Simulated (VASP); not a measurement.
The system is In.

```xyz
2
Lattice="3.3355 0.0000 0.0000 -1.6677 2.8886 0.0000 0.0000 0.0000 5.5091" Properties=species:S:1:pos:R:3 pbc="T T T"
In    1.6677    0.9629    4.1319
In    0.0000    1.9257    1.3773
```

- Program: VASP 6.6.1
- Task: relaxation of cell and atoms
- Functional: PBE
- Potentials or basis: VASP PAW PBE potentials, release 64 (In_d)
- Cutoff: 600 eV
- k mesh: 9 × 9 × 5
- Occupations: fermi-dirac, width 0.05 eV
- Spin: no spin polarisation

At the start: pressure 1.5 GPa; volume 26.54 Å³/atom.

**Question.** How do energy, volume and symmetry change on relaxing?

**Answer.** Over 19 steps the energy falls by 11.8 meV/atom and the volume is 27.74 Å³/atom (+4.5 %); space group P6_3/mmc (No. 194, to 0.05 Å).

Step by step:
```csv
step,energy change (eV),largest force (eV/Å),pressure (GPa),volume (Å³)
1,0.0000,0.0000,1.51,53.08
2,-0.0099,0.0000,0.19,55.02
3,-0.0100,0.0000,-0.02,55.35
4,-0.0100,0.0000,0.02,55.31
5,-0.0102,0.0000,0.01,55.34
6,-0.0107,0.0000,0.02,55.42
7,-0.0122,0.0000,0.00,55.60
8,-0.0176,0.0000,-0.23,55.93
9,-0.0212,0.0000,-0.60,56.54
10,-0.0220,0.0000,-0.52,56.32
11,-0.0221,0.0000,-0.53,56.35
12,-0.0221,0.0000,-0.53,56.35
13,-0.0222,0.0000,-0.53,56.34
14,-0.0223,0.0000,-0.51,56.34
15,-0.0224,0.0000,-0.49,56.30
16,-0.0227,0.0000,-0.44,56.21
17,-0.0231,0.0000,-0.32,56.02
18,-0.0236,0.0000,-0.09,55.63
19,-0.0237,0.0000,0.01,55.48
```

Final structure:
```cif
data_structure
_symmetry_space_group_name_H-M 'P 1'
_symmetry_Int_Tables_number 1
_cell_length_a 3.2969
_cell_length_b 3.2969
_cell_length_c 5.8933
_cell_angle_alpha 90.000
_cell_angle_beta 90.000
_cell_angle_gamma 120.000
_cell_volume 55.48
loop_
_atom_site_label
_atom_site_type_symbol
_atom_site_fract_x
_atom_site_fract_y
_atom_site_fract_z
_atom_site_occupancy
In1 In 0.66667 0.33333 0.75000 1
In2 In 0.33333 0.66667 0.25000 1
```
